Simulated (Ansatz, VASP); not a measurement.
**PtSe2: VASP beside Ansatz**

```
CELL_PARAMETERS angstrom
3.72400 0.00000 0.00000
-1.86200 3.22508 0.00000
0.00000 0.00000 5.06200
ATOMIC_POSITIONS crystal
Pt 0.00000 0.00000 0.00000
Se 0.66667 0.33333 0.75000
Se 0.33333 0.66667 0.25000
```

Alike in both runs: task relaxation of cell and atoms; functional BLYP; k mesh 8 × 8 × 5; occupations fermi-dirac, width 0.05 eV; no spin polarisation.

|  | VASP | Ansatz |
| --- | --- | --- |
| version | VASP 6.6.1 | Ansatz 0.2.0 |
| potentials or method | VASP PAW PBE potentials, release 64 (Pt, Se) | Ansatz PAW |
| plane-wave cutoff (eV) | 600 | 420 |
| valence electrons in the cell | 22 | 50 |

Ansatz gave:

| Quantity | Value |
| --- | --- |
| gap on the k mesh at the Fermi level, each at its own relaxed structure (eV) | 1.29 |
| relaxed volume (Å³/atom) | 38.49 |
| relaxed cell length with the largest relative difference (Å) | 9.137 |

Q: Estimate VASP's values.

A: gap on the k mesh at the Fermi level, each at its own relaxed structure (eV): 1.09; relaxed volume (Å³/atom): 31.73; relaxed cell length with the largest relative difference (Å): 7.507.

VASP's potentials were made for PBE, not for BLYP. One of these differences is far larger than is usual between the two programs; its cause wasn't traced. VASP's potentials hold 22 valence electrons a cell and Ansatz's 50, so a difference there can come from the potentials and not from the codes.

Spin-orbit coupling is off throughout. Noted on VASP's run: the volume moved by over 15 % at a fixed basis, so the end points are rough. Noted on Ansatz's run: the volume moved by over 15 % at a fixed basis, so the end points are rough; odd divisions of the mesh miss points on the zone boundary, where band edges often lie, so the gap on the mesh can be too wide; the plane-wave basis is chosen anew once the cell has moved, so the energies of steps on either side of that aren't comparable.
